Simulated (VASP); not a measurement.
# Si2Mo (C2/m) in VASP: a series of runs, part 2 of 2

VASP 6.6.1. Earlier steps stand in the parts before.

## Step 3: Single point, PBEsol (equal xy, yz and zx shear strains of -2 %)

File INCAR:

```
SYSTEM = Si2Mo
PREC     = Accurate       ! precision mode
ENCUT    = 520            ! plane-wave cutoff, eV
EDIFF    = 1E-7           ! SCF threshold, eV
ISMEAR   = -1             ! smearing method
SIGMA    = 0.08           ! smearing width, eV
LREAL    = .False.        ! projectors in reciprocal space
LASPH    = .True.         ! aspherical terms in the spheres
NELM     = 80             ! most SCF steps
ALGO     = Normal         ! electronic algorithm
ISIF     = 2              ! what is computed and relaxed
LWAVE    = .False.        ! write WAVECAR
LCHARG   = .True.         ! write CHGCAR
GGA      = PS             ! functional
LELF     = .True.         ! ELF
LVHAR    = .True.       
NBANDS   = 18             ! bands
```

File KPOINTS:

```
regular mesh
0
Gamma
  16 16 16
  0 0 0
```

File POSCAR:

```
Si2Mo
1.0
   -1.6553050000      1.5766950000      3.9305000000
    1.5766950000     -1.6553050000      3.9305000000
    1.6233050000      1.6233050000     -3.9625000000
Si Mo
2 1
Direct
    0.3330000000      0.3330000000      0.0000000000
    0.6670000000      0.6670000000      0.0000000000
    0.0000000000      0.0000000000      0.0000000000
```

Potentials or basis: VASP PAW PBE potentials, release 64 (Si, Mo_sv).

The run is started by

```
> cat potpaw_PBE.64/Si/POTCAR potpaw_PBE.64/Mo_sv/POTCAR > POTCAR
> mpirun -np 1 vasp_std > vasp.out
```

OUTCAR:

```text
SYSTEM = Si2Mo
   PREC = Accurate
   ENCUT = 520
   EDIFF = 1E-7
   ISMEAR = -1
   LREAL = .False.
   LASPH = .True.
   NELM = 80
   ISIF = 2
   GGA = PS

 ion  position               nearest neighbor table
   1  0.333  0.333  0.000-   2 2.56   3 2.56   3 2.62   2 2.62   2 2.63   3 2.63   2 2.63   2 2.63
                             3 2.64   3 2.64
   2  0.667  0.667  0.000-   1 2.56   3 2.56   3 2.62   1 2.62   1 2.63   3 2.63   1 2.63   1 2.63
                             3 2.64   3 2.64
   3  0.000  0.000  0.000-   2 2.56   1 2.56   2 2.62   1 2.62   2 2.63   1 2.63   2 2.64   1 2.64
                             1 2.64   2 2.64

  Warning from LATTYP: Got some problem with cell dimensions!
  Tried to take original basis but could not verify dimensions!
  LATTYP: Found a base centered monoclinic cell.
 ALAT       =     4.4806856618
 B/A-ratio  =     1.0200979445
 C/A-ratio  =     0.9973547003
 COS(beta)  =    -0.4763260285

  Lattice vectors:

 A1 = (  -3.2000000000,   0.0320000000,   0.0320000000)
 A2 = (   0.0320000000,  -3.2000000000,   0.0320000000)
 A3 = (   1.5446950000,   1.5446950000,   3.8985000000)

Analysis of symmetry for initial positions (statically):
=====================================================================
 Subroutine PRICEL returns:
 Original cell was already a primitive cell.

 Routine SETGRP: Setting up the symmetry group for a
 base centered monoclinic supercell.

 Subroutine GETGRP returns: Found  4 space group operations
 (whereof  4 operations were pure point group operations)
 out of a pool of  4 trial point group operations.

The static configuration has the point symmetry C_2h.

Analysis of symmetry for dynamics (positions and initial velocities):
=====================================================================
 Subroutine PRICEL returns:
 Original cell was already a primitive cell.

 Routine SETGRP: Setting up the symmetry group for a
 base centered monoclinic supercell.

 Subroutine GETGRP returns: Found  4 space group operations
 (whereof  4 operations were pure point group operations)
 out of a pool of  4 trial point group operations.

The dynamic configuration has the point symmetry C_2h.

 Subroutine INISYM returns: Found  4 space group operations
 (whereof  4 operations are pure point group operations),
 and found     1 'primitive' translations

----------------------------------------------------------------------------------------

                                     Primitive cell

  volume of cell :      40.2362

  direct lattice vectors                    reciprocal lattice vectors
    -1.655305000  1.576695000  3.930500000     0.004442415  0.313848356  0.130393186
     1.576695000 -1.655305000  3.930500000     0.313848356  0.004442415  0.130393186
     1.623305000  1.623305000 -3.962500000     0.315720348  0.315720348  0.006314407

  length of vectors
     4.546958546  4.546958546  4.579480811     0.339886611  0.339886611  0.446540645

  position of ions in fractional coordinates (direct lattice)
     0.333000000  0.333000000  0.000000000
     0.667000000  0.667000000  0.000000000
     0.000000000  0.000000000  0.000000000

  ion indices of the primitive-cell ions
   primitive index   ion index
                 1           1
                 2           2
                 3           3

----------------------------------------------------------------------------------------

 KPOINTS: regular mesh

Automatic generation of k-mesh.
 Grid dimensions read from file:
 generate k-points for:   16   16   16

 Generating k-lattice:

  Cartesian coordinates                     Fractional coordinates (reciprocal lattice)
     0.000277651  0.019615522  0.008149574     0.062500000  0.000000000  0.000000000
     0.019615522  0.000277651  0.008149574     0.000000000  0.062500000  0.000000000
     0.019732522  0.019732522  0.000394650     0.000000000  0.000000000  0.062500000

  Length of vectors
     0.021242913  0.021242913  0.027908790

  Shift w.r.t. Gamma in fractional coordinates (k-lattice)
     0.000000000  0.000000000  0.000000000

 Subroutine IBZKPT returns following result:
 ===========================================

 Found   1098 irreducible k-points:

 Following reciprocal coordinates:
            Coordinates               Weight
  0.000000  0.000000  0.000000      1.000000
  0.062500  0.000000  0.000000      4.000000
  0.125000  0.000000  0.000000      4.000000
  0.187500 -0.000000  0.000000      4.000000
  0.250000  0.000000  0.000000      4.000000
  0.312500 -0.000000  0.000000      4.000000
[... 16 lines left out ...]
 -0.125000  0.062500  0.000000      4.000000
 -0.062500  0.062500  0.000000      2.000000
 [... further k-points ...]
   k-points           NKPTS =   1098   k-points in BZ     NKDIM =   1098   number of bands    NBANDS=     18
   number of dos      NEDOS =    301   number of ions     NIONS =      3
   total plane-waves  NPLWV =  46656
   dimension x,y,z NGX =    36 NGY =   36 NGZ =   36
   dimension x,y,z NGXF=    72 NGYF=   72 NGZF=   72
   ions per type =               2   1
   NGX,Y,Z   is equivalent  to a cutoff of  13.16, 13.16, 13.07 a.u.
   NGXF,Y,Z  is equivalent  to a cutoff of  26.32, 26.32, 26.14 a.u.
 SYSTEM =  Si2Mo
   PREC   = accura    normal or accurate (medium, high low for compatibility)
   ISTART =      0    job   : 0-new  1-cont  2-samecut
   ICHARG =      2    charge: 1-file 2-atom 10-const
   ISPIN  =      1    spin polarized calculation?
   LNONCOLLINEAR =      F non collinear calculations
   LSORBIT =      F    spin-orbit coupling
   LASPH  =      T    aspherical Exc in radial PAW
   ENCUT  =  520.0 eV  38.22 Ry    6.18 a.u.   8.45  8.45  8.51*2*pi/ulx,y,z
   NELM   =     80;   NELMIN=  2; NELMDL= -5     # of ELM steps
   EDIFF  = 0.1E-06   stopping-criterion for ELM
   LREAL  =      F    real-space projection
   EDIFFG = 0.1E-05   stopping-criterion for IOM
   NSW    =      0    number of steps for IOM
   IBRION =     -1    ionic relax: 0-MD 1-quasi-New 2-CG
   NFREE  =      0    steps in history (QN), initial steepest desc. (CG)
   ISIF   =      2    stress and relaxation
   ISYM   =      2    0-nonsym 1-usesym 2-fastsym
   POTIM  = 0.5000    time-step for ionic-motion
   TEBEG  =    0.0;   TEEND  =   0.0 temperature during run
   PSTRESS=    0.0 pullay stress
   NELECT =      22.0000    total number of electrons
   NUPDOWN=      -1.0000    fix difference up-down
   EMIN   =  10.00;   EMAX   =-10.00  energy-range for DOS
   EFERMI =   0.00;   METHOD = LEGACY
   ISMEAR =    -1;   SIGMA  =   0.08  broadening in eV -4-tet -1-fermi 0-gaus
   EFERMI_NEDOS =   21; number of points for ismear=-14 and -15
   IALGO  =     38    algorithm
   IMIX   =      4    mixing-type and parameters
     AMIX     =   0.40;   BMIX     =  1.00
     AMIX_MAG =   1.60;   BMIX_MAG =  1.00
  volume/ion in A,a.u.               =      13.41        90.51
  Fermi-wavevector in a.u.,A,eV,Ry     =   1.338680  2.529739 24.382523  1.792065
  Thomas-Fermi vector in A             =   2.467132
   LORBIT       =      0    0 simple, 1 ext, 2 COOP (PROOUT), +10 PAW based schemes
   GGA     = PS    functional components
   LHFCALC =     F    Hartree Fock is set to
   AEXX    =    0.0000 exact exchange contribution
   IVDW    =     0    specifies the selected vdW correction
   LEPSILON=     F    determine dielectric tensor
   LRPA    =     F    only Hartree local field effects (RPA)
 non-spin polarized calculation
  energy-cutoff  :      520.00
  volume of cell :       40.24
 maximum number of plane-waves:      1116
 NGX is ok and might be reduce to    36
   NGX = 17   NGY = 17   NGZ = 17

 number of electron      22.0000000 magnetization

 Free energy of the ion-electron system (eV)
  ---------------------------------------------------
  ext. energy  EPLUGINS =         0.00000000
  ---------------------------------------------------
  free energy    TOTEN  =       -25.04300345 eV

  energy without entropy =      -25.03662138  energy(sigma->0) =      -25.03981241

 E-fermi :  12.1751     XC(G=0): -12.5116

 val. band max:       12.1742906641   @ k =   0.0625   0.0625   0.0000
 cond. band min:      12.1788117124   @ k =  -0.3750  -0.4375   0.4375
 fundamental gap:      0.0045210483
 Fermi energy:        12.1751073315

 k-point     1 :       0.0000    0.0000    0.0000
  band No.  band energies     occupation
      1     -48.4469      2.00000
      2     -22.6429      2.00000
      3     -22.5454      2.00000
      4     -22.5385      2.00000
      5      -1.2688      2.00000
      6       5.8362      2.00000
[... 481 lines left out ...]
      5      -1.1507      2.00000
      6       5.9416      2.00000
[... 10 lines left out ...]
     17      17.4902      0.00000
     18      17.7525      0.00000

 [... further k-points ...]
[... 5 lines left out ...]
  --------------------------------------------------------------------------------------
  -------------------------------------------------------------------------------------
  Total       -0.4067902     -0.4067902     -0.7346775      1.0100691      1.0513760      1.0513760
  in kB      -16.1981166    -16.1981166    -29.2543676     40.2202792     41.8650930     41.8650944
  external PRESSURE =     -20.5502003 kB  Pullay stress =       0.0000000 kB

 VOLUME and BASIS-vectors are now :
 -----------------------------------------------------------------------------
  energy-cutoff  :      520.00
  volume of cell :       40.24
      direct lattice vectors                 reciprocal lattice vectors
    -1.655305000  1.576695000  3.930500000     0.004442415  0.313848356  0.130393186
     1.576695000 -1.655305000  3.930500000     0.313848356  0.004442415  0.130393186
     1.623305000  1.623305000 -3.962500000     0.315720348  0.315720348  0.006314407

 POSITION                                       TOTAL-FORCE (eV/Angst)
 -----------------------------------------------------------------------------------
     -0.02618     -0.02618      2.61771        -0.027678     -0.027678      0.314953
     -0.05243     -0.05243      5.24329         0.027678      0.027678     -0.314953
      0.00000      0.00000      0.00000        -0.000000     -0.000000      0.000000
 -----------------------------------------------------------------------------------
    total drift:                                0.000000      0.000000     -0.000000

  FREE ENERGIE OF THE ION-ELECTRON SYSTEM (eV)
  ---------------------------------------------------
  free  energy   TOTEN  =       -25.0430034496 eV

  energy  without entropy=      -25.0366213773  energy(sigma->0) =      -25.03981241
```

It took 29 min on 1 thread of Intel Xeon 8259CL, shared host; peak memory 0.82 GiB.

What came out:

| Property | Result |
| --- | --- |
| Free energy | -25.0430 eV |
| Pressure | -2.1 GPa |
| Largest force | 0.317 eV/Å |
| Band gap on the k mesh | zero (bands 11 and 12 overlap by 1.00 eV) |

Forces in eV/Å, atoms in the order of the input:
```
Si  -0.028 -0.028  0.315
Si   0.028  0.028 -0.315
Mo   0.000  0.000  0.000
```

Levels at points of the mesh, in eV from the Fermi level:
```tsv
k point	band 9	band 10	band 11	band 12	band 13	band 14
(0.00, 0.00, 0.00)	-2.79	-2.47	0.42	3.02	3.06	3.66
(0.50, 0.00, 0.00)	-2.60	-2.42	-0.50	2.24	3.08	3.96
(0.50, 0.50, 0.00)	-4.58	-3.05	-0.98	2.32	2.66	2.93
(0.00, 0.00, 0.50)	-4.42	-3.04	-1.24	2.32	2.71	3.08
(0.50, 0.00, 0.50)	-2.72	-2.48	-0.52	2.29	2.95	4.07
(0.50, 0.50, 0.50)	-0.69	-0.59	-0.48	-0.41	0.56	4.64
```

Caveat: the cell differs from its parent crystal (equal xy, yz and zx shear strains of -2 %); the PAW data sets were made with another functional, which shifts forces and pressure a little.
